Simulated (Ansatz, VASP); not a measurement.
ZnS in VASP and in Ansatz

INCAR

```
PREC = Accurate
ENCUT = 520
EDIFF = 1E-7
ISMEAR = 0
SIGMA = 0.05
LREAL = False
LASPH = True
NELM = 100
ALGO = Normal
ISIF = 2
LWAVE = False
LCHARG = True
GGA = PE
LELF = True
LVHAR = True
NBANDS = 16
```

The input KPOINTS:

```
regular mesh
0
Gamma
  6 6 6
```

File POSCAR:

```
ZnS
1.0
    0.0000000000      2.5671899761      2.5671899761
    2.5671899761      0.0000000000      2.5671899761
    2.5671899761      2.5671899761      0.0000000000
S Zn
1 1
Direct
    0.0000000000      0.0000000000      0.0000000000
    0.5000000000      0.5000000000      0.5000000000
```

Input for Ansatz:

```yaml
crystal:
  lattice:
    - [0.0, 2.5671899761, 2.5671899761]
    - [2.5671899761, 0.0, 2.5671899761]
    - [2.5671899761, 2.5671899761, 0.0]
  atoms:
    - { symbol: S, position: [0.0, 0.0, 0.0] }
    - { symbol: Zn, position: [0.5, 0.5, 0.5] }
basis:
  ecutwfc: 420
  ecutrho_ratio: 4
kpoints:
  mp_grid: { grid: [6, 6, 6] }
hamiltonian:
  xc: pbe
scf:
  occupations: { method: gaussian, width: 0.05 }
output:
  forces: true
  stress: true
  eigenvalues: true
```

Alike in both runs: task single point; functional PBE; k mesh 6 × 6 × 6; occupations gaussian, width 0.05 eV; no spin polarisation.

|  | VASP | Ansatz |
| --- | --- | --- |
| version | VASP 6.6.1 | Ansatz 0.2.0 |
| potentials or method | VASP PAW PBE potentials, release 64 (S, Zn), cutoff 520 eV | scalar-relativistic, plane waves, PAW |
| valence electrons in the cell | 18 | 18 |

Ansatz gave:

```
gap on the k mesh at the Fermi level (eV) : none
pressure (GPa)                            : -1.4
```

Question: Which values does VASP return?

Answer: gap on the k mesh at the Fermi level (eV): none; pressure (GPa): -1.3.

A gap of «none» marks a metal or a gap that the smearing closes.
